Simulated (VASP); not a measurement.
# AlN (P6_3mc) in VASP: notebook

The runs below take AlN through single point, relaxation of the atoms, with PBE.

Everything below comes from runs of VASP 6.6.1. Logs are shortened: lines on timing, memory, paths and dates and some standing lists are left out, and cuts for length are marked.

## 1. The cell of the first run

The structure is hexagonal, space group P6_3mc (No. 186). Conventional cell: a = 3.224 Å, b = 3.224 Å, c = 5.017 Å, α = 90.00°, β = 90.00°, γ = 120.00°. Al (site symmetry 3m) has 4 N at 1.94 to 1.95 Å within 2.6 Å. N (site symmetry 3m) has 4 Al at 1.94 to 1.95 Å within 2.6 Å.

## 2. Single point, PBE

Contents of INCAR:

```
SYSTEM = AlN
PREC = Accurate ; ENCUT = 520
EDIFF = 1E-7 ; ISMEAR = 0
SIGMA = 0.05 ; LREAL = .FALSE.
LASPH = .TRUE. ; NELM = 80
ALGO = Normal ; ISIF = 2
LWAVE = .FALSE. ; LCHARG = .FALSE.
GGA = PE ; NBANDS = 16
```

Contents of KPOINTS:

```
regular mesh
0
G
  9 9 6
  0 0 0
```

Contents of POSCAR:

```
AlN
1.0
    3.2238000000      0.0000000000      0.0000000000
   -1.6119000000      2.7918926967      0.0000000000
    0.0000000000      0.0000000000      5.0169562961
Al N
2 2
Direct
    0.3333333333      0.6666666667     -0.0003661808
    0.6666666667      0.3333333333      0.4996338192
    0.3333333333      0.6666666667      0.3853661808
    0.6666666667      0.3333333333      0.8853661808
```

Potentials or basis: VASP PAW PBE potentials, release 64 (Al, N).

Launch:

```console
> cat potpaw_PBE.64/Al/POTCAR potpaw_PBE.64/N/POTCAR > POTCAR
> mpirun -np 1 vasp_std > vasp.out
```

OUTCAR:

```text
SYSTEM = AlN
   PREC = Accurate
   ENCUT = 520
   EDIFF = 1E-7
   ISMEAR = 0
   LREAL = .FALSE.
   LASPH = .TRUE.
   NELM = 80
   ISIF = 2
   GGA = PE

 ion  position               nearest neighbor table
   1  0.333  0.667  1.000-   3 1.94   4 1.95   4 1.95   4 1.95   2 3.12   2 3.12   2 3.12   2 3.12
                             2 3.12   2 3.12
   2  0.667  0.333  0.500-   4 1.94   3 1.95   3 1.95   3 1.95   1 3.12   1 3.12   1 3.12   1 3.12
                             1 3.12   1 3.12
   3  0.333  0.667  0.385-   1 1.94   2 1.95   2 1.95   2 1.95
   4  0.667  0.333  0.885-   2 1.94   1 1.95   1 1.95   1 1.95

  LATTYP: Found a hexagonal cell.
 ALAT       =     3.2238000000
 C/A-ratio  =     1.5562244234

  Lattice vectors:

 A1 = (   3.2238000000,   0.0000000000,   0.0000000000)
 A2 = (  -1.6119000000,   2.7918926967,   0.0000000000)
 A3 = (   0.0000000000,   0.0000000000,   5.0169562961)

Analysis of symmetry for initial positions (statically):
=====================================================================
 Subroutine PRICEL returns:
 Original cell was already a primitive cell.

 Routine SETGRP: Setting up the symmetry group for a
 hexagonal supercell.

 Subroutine GETGRP returns: Found 12 space group operations
 (whereof  6 operations were pure point group operations)
 out of a pool of 24 trial point group operations.

The static configuration has the point symmetry C_3v.
 The point group associated with its full space group is C_6v.

Analysis of symmetry for dynamics (positions and initial velocities):
=====================================================================
 Subroutine PRICEL returns:
 Original cell was already a primitive cell.

 Routine SETGRP: Setting up the symmetry group for a
 hexagonal supercell.

 Subroutine GETGRP returns: Found 12 space group operations
 (whereof  6 operations were pure point group operations)
 out of a pool of 24 trial point group operations.

The dynamic configuration has the point symmetry C_3v.
 The point group associated with its full space group is C_6v.

 Subroutine INISYM returns: Found 12 space group operations
 (whereof  6 operations are pure point group operations),
 and found     1 'primitive' translations

----------------------------------------------------------------------------------------

                                     Primitive cell

  volume of cell :      45.1551

  direct lattice vectors                    reciprocal lattice vectors
     3.223800000  0.000000000  0.000000000     0.310192940  0.179089977  0.000000000
    -1.611900000  2.791892697  0.000000000     0.000000000  0.358179955  0.000000000
     0.000000000  0.000000000  5.016956296     0.000000000  0.000000000  0.199324041

  length of vectors
     3.223800000  3.223800000  5.016956296     0.358179955  0.358179955  0.199324041

  position of ions in fractional coordinates (direct lattice)
     0.333333333  0.666666667  0.999633819
     0.666666667  0.333333333  0.499633819
     0.333333333  0.666666667  0.385366181
     0.666666667  0.333333333  0.885366181

  ion indices of the primitive-cell ions
   primitive index   ion index
                 1           1
                 2           2
                 3           3
                 4           4

----------------------------------------------------------------------------------------

 KPOINTS: regular mesh

Automatic generation of k-mesh.
 Grid dimensions read from file:
 generate k-points for:    9    9    6

 Generating k-lattice:

  Cartesian coordinates                     Fractional coordinates (reciprocal lattice)
     0.034465882  0.019898886  0.000000000     0.111111111  0.000000000  0.000000000
     0.000000000  0.039797773  0.000000000     0.000000000  0.111111111  0.000000000
     0.000000000  0.000000000  0.033220673     0.000000000  0.000000000  0.166666667

  Length of vectors
     0.039797773  0.039797773  0.033220673

  Shift w.r.t. Gamma in fractional coordinates (k-lattice)
     0.000000000  0.000000000  0.000000000

 Subroutine IBZKPT returns following result:
 ===========================================

 Found     48 irreducible k-points:

 Following reciprocal coordinates:
            Coordinates               Weight
  0.000000  0.000000  0.000000      1.000000
  0.111111 -0.000000  0.000000      6.000000
  0.222222  0.000000  0.000000      6.000000
  0.333333 -0.000000  0.000000      6.000000
  0.444444  0.000000  0.000000      6.000000
  0.111111  0.111111  0.000000      6.000000
[... 16 lines left out ...]
  0.333333  0.222222  0.166667     24.000000
  0.333333  0.333333  0.166667      4.000000
 [... further k-points ...]
   k-points           NKPTS =     48   k-points in BZ     NKDIM =     48   number of bands    NBANDS=     16
   number of dos      NEDOS =    301   number of ions     NIONS =      4
   total plane-waves  NPLWV =  23040
   dimension x,y,z NGX =    24 NGY =   24 NGZ =   40
   dimension x,y,z NGXF=    48 NGYF=   48 NGZF=   80
   ions per type =               2   2
   NGX,Y,Z   is equivalent  to a cutoff of  12.38, 12.38, 13.25 a.u.
   NGXF,Y,Z  is equivalent  to a cutoff of  24.75, 24.75, 26.51 a.u.
 SYSTEM =  AlN
   PREC   = accura    normal or accurate (medium, high low for compatibility)
   ISTART =      0    job   : 0-new  1-cont  2-samecut
   ICHARG =      2    charge: 1-file 2-atom 10-const
   ISPIN  =      1    spin polarized calculation?
   LNONCOLLINEAR =      F non collinear calculations
   LSORBIT =      F    spin-orbit coupling
   LASPH  =      T    aspherical Exc in radial PAW
   ENCUT  =  520.0 eV  38.22 Ry    6.18 a.u.   5.99  5.99  9.33*2*pi/ulx,y,z
   NELM   =     80;   NELMIN=  2; NELMDL= -5     # of ELM steps
   EDIFF  = 0.1E-06   stopping-criterion for ELM
   LREAL  =      F    real-space projection
   EDIFFG = 0.1E-05   stopping-criterion for IOM
   NSW    =      0    number of steps for IOM
   IBRION =     -1    ionic relax: 0-MD 1-quasi-New 2-CG
   NFREE  =      0    steps in history (QN), initial steepest desc. (CG)
   ISIF   =      2    stress and relaxation
   ISYM   =      2    0-nonsym 1-usesym 2-fastsym
   POTIM  = 0.5000    time-step for ionic-motion
   TEBEG  =    0.0;   TEEND  =   0.0 temperature during run
   PSTRESS=    0.0 pullay stress
   NELECT =      16.0000    total number of electrons
   NUPDOWN=      -1.0000    fix difference up-down
   EMIN   =  10.00;   EMAX   =-10.00  energy-range for DOS
   EFERMI =   0.00;   METHOD = LEGACY
   ISMEAR =     0;   SIGMA  =   0.05  broadening in eV -4-tet -1-fermi 0-gaus
   EFERMI_NEDOS =   21; number of points for ismear=-14 and -15
   IALGO  =     38    algorithm
   IMIX   =      4    mixing-type and parameters
     AMIX     =   0.40;   BMIX     =  1.00
     AMIX_MAG =   1.60;   BMIX_MAG =  1.00
  volume/ion in A,a.u.               =      11.29        76.18
  Fermi-wavevector in a.u.,A,eV,Ry     =   1.158455  2.189162 18.259259  1.342018
  Thomas-Fermi vector in A             =   2.295057
   LORBIT       =      0    0 simple, 1 ext, 2 COOP (PROOUT), +10 PAW based schemes
   GGA     = PE    functional components
   LHFCALC =     F    Hartree Fock is set to
   AEXX    =    0.0000 exact exchange contribution
   IVDW    =     0    specifies the selected vdW correction
   LEPSILON=     F    determine dielectric tensor
   LRPA    =     F    only Hartree local field effects (RPA)
 non-spin polarized calculation
 Gauss-broadening in eV      SIGMA  =   0.05
  energy-cutoff  :      520.00
  volume of cell :       45.16
 maximum number of plane-waves:      1242
 NGX is ok and might be reduce to    24
   NGX = 11   NGY = 11   NGZ = 19

 number of electron      16.0000004 magnetization

 Free energy of the ion-electron system (eV)
  ---------------------------------------------------
  ext. energy  EPLUGINS =         0.00000000
  ---------------------------------------------------
  free energy    TOTEN  =       -29.66636155 eV

  energy without entropy =      -29.66636155  energy(sigma->0) =      -29.66636155

 E-fermi :   5.8613     XC(G=0): -10.5749

 val. band max:        5.5672661235   @ k =   0.0000   0.0000   0.0000
 cond. band min:       8.9788530307   @ k =   0.0000   0.0000   0.0000
 fundamental gap:      3.4115869072
 Fermi energy:         5.8612584717

 k-point     1 :       0.0000    0.0000    0.0000
  band No.  band energies     occupation
      1      -9.3062      2.00000
      2      -7.2822      2.00000
      3      -0.1273      2.00000
      4       4.4755      2.00000
      5       4.4755      2.00000
      6       5.1859      2.00000
[... 8 lines left out ...]
     15      17.6769      0.00000
     16      18.3154      0.00000

 k-point     2 :       0.1111   -0.0000    0.0000
  band No.  band energies     occupation
      1      -9.1670      2.00000
      2      -7.2118      2.00000
      3       0.0429      2.00000
      4       3.8189      2.00000
      5       4.2923      2.00000
      6       4.5143      2.00000
[... 8 lines left out ...]
     15      17.7561      0.00000
     16      17.8012      0.00000

 k-point     3 :       0.2222    0.0000    0.0000
  band No.  band energies     occupation
      1      -8.7736      2.00000
      2      -7.0400      2.00000
      3       0.5359      2.00000
      4       2.4362      2.00000
      5       3.3347      2.00000
      6       3.9119      2.00000
[... 8 lines left out ...]
     15      16.9338      0.00000
     16      17.6069      0.00000

 k-point     4 :       0.3333   -0.0000    0.0000
  band No.  band energies     occupation
      1      -8.2110      2.00000
      2      -6.8886      2.00000
      3       1.1080      2.00000
      4       1.3186      2.00000
      5       2.2680      2.00000
      6       3.5566      2.00000
[... 8 lines left out ...]
     15      16.8633      0.00000
     16      18.8563      0.00000
[... 324 lines left out ...]
 k-point    22 :       0.2222    0.2222    0.1667
  band No.  band energies     occupation
      1      -7.8492      2.00000
      2      -6.9219      2.00000
      3       1.0248      2.00000
      4       1.2771      2.00000
      5       2.5682      2.00000
      6       2.8235      2.00000
[... 8 lines left out ...]
     15      16.9841      0.00000
     16      19.5010      0.00000

 k-point    23 :       0.3333    0.2222    0.1667
  band No.  band energies     occupation
      1      -7.3977      2.00000
      2      -6.9400      2.00000
      3       0.6862      2.00000
      4       1.2948      2.00000
      5       2.0492      2.00000
      6       3.1178      2.00000
[... 8 lines left out ...]
     15      17.4839      0.00000
     16      19.2744      0.00000

 k-point    24 :       0.3333    0.3333    0.1667
  band No.  band energies     occupation
      1      -7.0919      2.00000
      2      -7.0919      2.00000
      3       1.0178      2.00000
      4       1.3799      2.00000
      5       1.3799      2.00000
      6       3.0096      2.00000
[... 8 lines left out ...]
     15      17.8725      0.00000
     16      19.3312      0.00000

 [... further k-points ...]
[... 5 lines left out ...]
  --------------------------------------------------------------------------------------
  -------------------------------------------------------------------------------------
  Total       -3.7738362     -3.7738362     -1.4429515      0.0000000      0.0000000      0.0000000
  in kB     -133.9018235   -133.9018235    -51.1982589      0.0000000      0.0000000      0.0000000
  external PRESSURE =    -106.3339687 kB  Pullay stress =       0.0000000 kB

 VOLUME and BASIS-vectors are now :
 -----------------------------------------------------------------------------
  energy-cutoff  :      520.00
  volume of cell :       45.16
      direct lattice vectors                 reciprocal lattice vectors
     3.223800000  0.000000000  0.000000000     0.310192940  0.179089977  0.000000000
    -1.611900000  2.791892697  0.000000000     0.000000000  0.358179955  0.000000000
     0.000000000  0.000000000  5.016956296     0.000000000  0.000000000  0.199324041

 POSITION                                       TOTAL-FORCE (eV/Angst)
 -----------------------------------------------------------------------------------
     -0.00000      1.86126      5.01512        -0.000000      0.000000     -0.008365
      1.61190      0.93063      2.50664         0.000000      0.000000     -0.008365
     -0.00000      1.86126      1.93337         0.000000      0.000000      0.008365
      1.61190      0.93063      4.44184        -0.000000      0.000000      0.008365
 -----------------------------------------------------------------------------------
    total drift:                               -0.000000      0.000000     -0.000072

  FREE ENERGIE OF THE ION-ELECTRON SYSTEM (eV)
  ---------------------------------------------------
  free  energy   TOTEN  =       -29.6663615477 eV

  energy  without entropy=      -29.6663615477  energy(sigma->0) =      -29.66636155
```

Run time: 29 s. Hardware: 1 thread of Intel Xeon Platinum 8259CL at 2.50GHz (Skylake/Cascade Lake), shared host; peak memory 0.16 GiB.

What came out:

```
Free energy            : -29.6664 eV
Pressure               : -10.6 GPa
Largest force          : 0.008 eV/Å
Band gap on the k mesh : 3.41 eV, direct
```

Forces on the atoms (eV/Å):
```
Al   0.000  0.000 -0.008
Al   0.000  0.000 -0.008
N    0.000  0.000  0.008
N    0.000  0.000  0.008
```

Levels at points of the mesh, in eV from the valence-band top:
```tsv
k point	band 4	band 5	band 6	band 7	band 8	band 9	band 10	band 11	band 12	band 13
(0.00, 0.00, 0.00)	-1.09	-1.09	-0.38	-0.38	0.00	3.41	5.61	10.04	10.19	10.19
(0.00, 0.00, 0.50)	-3.21	-0.75	-0.75	-0.75	-0.75	5.59	5.59	9.68	9.68	10.51
```

[end of part 1 of 2]
